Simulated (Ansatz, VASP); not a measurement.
# InSb: VASP beside Ansatz

The input INCAR:

```
PREC = Accurate ; ENCUT = 520
EDIFF = 1E-7 ; ISMEAR = 0
SIGMA = 0.1 ; LREAL = F
LASPH = T ; NELM = 80
ALGO = Normal ; ISIF = 2
LWAVE = F ; LCHARG = F
GGA = PE ; NBANDS = 26
```

Contents of KPOINTS:

```
Automatic mesh
0
Gamma
  2 2 4
```

POSCAR

```
InSb
1.0
    5.9204200000      0.0000000000      0.0000000000
    0.0000000000      5.9380040000      0.0000000000
    0.0000000000      0.0000000000      3.2224990000
In Sb
2 2
Direct
    0.0000000000      0.0000000000      0.0088050000
    0.5000000000      0.5000000000      0.9911950000
    0.0000000000      0.5000000000      0.2769970000
    0.5000000000      0.0000000000      0.7230030000
```

Input for Ansatz:

```yaml
crystal:
  lattice:
    - [5.92042, 0.0, 0.0]
    - [0.0, 5.938004, 0.0]
    - [0.0, 0.0, 3.222499]
  atoms:
    - { symbol: In, position: [0.0, 0.0, 0.008805] }
    - { symbol: In, position: [0.5, 0.5, 0.991195] }
    - { symbol: Sb, position: [0.0, 0.5, 0.276997] }
    - { symbol: Sb, position: [0.5, 0.0, 0.723003] }
basis:
  ecutwfc: 420
kpoints:
  mp_grid: { grid: [2, 2, 4] }
hamiltonian:
  xc: pbe
scf:
  occupations: { method: gaussian, width: 0.1 }
output:
  forces: true
  stress: true
  eigenvalues: true
```

Alike in both runs: task single point; functional PBE; k mesh 2 × 2 × 4; occupations gaussian, width 0.1 eV; no spin polarisation.

|  | VASP | Ansatz |
| --- | --- | --- |
| version | VASP 6.6.1 | Ansatz 0.2.0 |
| potentials or method | VASP PAW PBE potentials, release 64 (In_d, Sb), cutoff 520 eV | scalar-relativistic, plane waves, PAW |
| valence electrons in the cell | 36 | 56 |

Ansatz gave:

- gap on the k mesh at the Fermi level (eV): none
- pressure (GPa): 0.1
- traceless stress, the component that is largest in VASP (GPa): 11.61
- rms of the force components (eV/Å): 0.037

Which values does VASP return?

gap on the k mesh at the Fermi level (eV): none; pressure (GPa): 0.1; traceless stress, the component that is largest in VASP (GPa): 11.62; rms of the force components (eV/Å): 0.037.

Atom by atom the forces differ by 0.001 eV/Å (rms over components). A gap of «none» marks a metal or a gap that the smearing closes. VASP's potentials hold 36 valence electrons a cell and Ansatz's 56, so a difference there can come from the potentials and not from the codes.

The k mesh is coarse, so the values compare programs but aren't converged. Neither program's run includes spin-orbit coupling.
